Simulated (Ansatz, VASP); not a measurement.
## Zr in VASP and in Ansatz

The input INCAR:

```
PREC     = Accurate       # precision mode
ENCUT    = 520            # plane-wave cutoff, eV
EDIFF    = 1E-6           # SCF threshold, eV
ISMEAR   = -1             # smearing method
SIGMA    = 0.05           # smearing width, eV
LREAL    = False          # projectors in reciprocal space
LASPH    = True           # aspherical terms in the spheres
NELM     = 150            # most SCF steps
ALGO     = Normal         # electronic algorithm
ISIF     = 2              # what is computed and relaxed
LWAVE    = False          # write WAVECAR
LCHARG   = False          # write CHGCAR
MAGMOM   = 0 0 0 0 0 0    # initial moments
LORBIT   = 11             # projections on sites
LSORBIT  = True           # spin-orbit coupling
GGA_COMPAT= False        
LORBMOM  = True         
LMAXMIX  = 4              # l up to which the mixer works
GGA      = PE             # functional
NBANDS   = 36             # bands
```

Contents of KPOINTS:

```
Automatic mesh
0
Gamma
  7 7 4
```

File POSCAR:

```
Zr
1.0
    3.2320000000      0.0000000000      0.0000000000
   -1.6160000000      2.7989941050      0.0000000000
    0.0000000000      0.0000000000      5.1470000000
Zr
2
Direct
    0.6666666667      0.3333333333      0.7500000000
    0.3333333333      0.6666666667      0.2500000000
```

File input.yaml:

```yaml
crystal:
  lattice:
    - [3.232, 0.0, 0.0]
    - [-1.616, 2.798994105, 0.0]
    - [0.0, 0.0, 5.147]
  atoms:
    - { symbol: Zr, position: [0.6666666667, 0.3333333333, 0.75] }
    - { symbol: Zr, position: [0.3333333333, 0.6666666667, 0.25] }
hamiltonian:
  xc: pbe
  pseudopotentials: { kind: paw_fr }
magnetization:
  noncollinear: true
  spin_orbit: true
kpoints:
  mp_grid: { grid: [7, 7, 4] }
  band_path:
    path:
      - [[0.0, 0.0, 0.0], [0.5, 0.0, 0.0], [0.3333333333, 0.3333333333, 0.0], [0.0, 0.0, 0.0], [0.0, 0.0, 0.5], [0.5, 0.0, 0.5], [0.3333333333, 0.3333333333, 0.5], [0.0, 0.0, 0.5]]
      - [[0.5, 0.0, 0.5], [0.5, 0.0, 0.0]]
      - [[0.3333333333, 0.3333333333, 0.0], [0.3333333333, 0.3333333333, 0.5]]
    npoints: 14
scf:
  occupations: { method: fermi_dirac, width: 0.05 }
  n_extra_bands: 6
output:
  forces: true
  stress: true
  eigenvalues: true
  fatbands: false
  write_density: true
  write_potential: true
  elf: true
  volumetric_format: npy
```

Alike in both runs: functional PBE; k mesh 7 × 7 × 4; occupations fermi-dirac, width 0.05 eV; non-collinear spin, spin-orbit coupling.

|  | VASP | Ansatz |
| --- | --- | --- |
| version | VASP 6.6.1 | Ansatz 0.2.0 |
| potentials or method | VASP PAW PBE potentials, release 64 (Zr_sv) | Ansatz PAW |
| plane-wave cutoff (eV) | 520 | 420 |
| valence electrons in the cell | 24 | 24 |
| task | single point | band structure |

Ansatz gave:

- pressure (GPa): 0.6
- net moment per atom (μB): 0.00

Task: Which values does VASP return?

Result: Pressure (GPa): 0.5; net moment per atom (μB): 0.00.
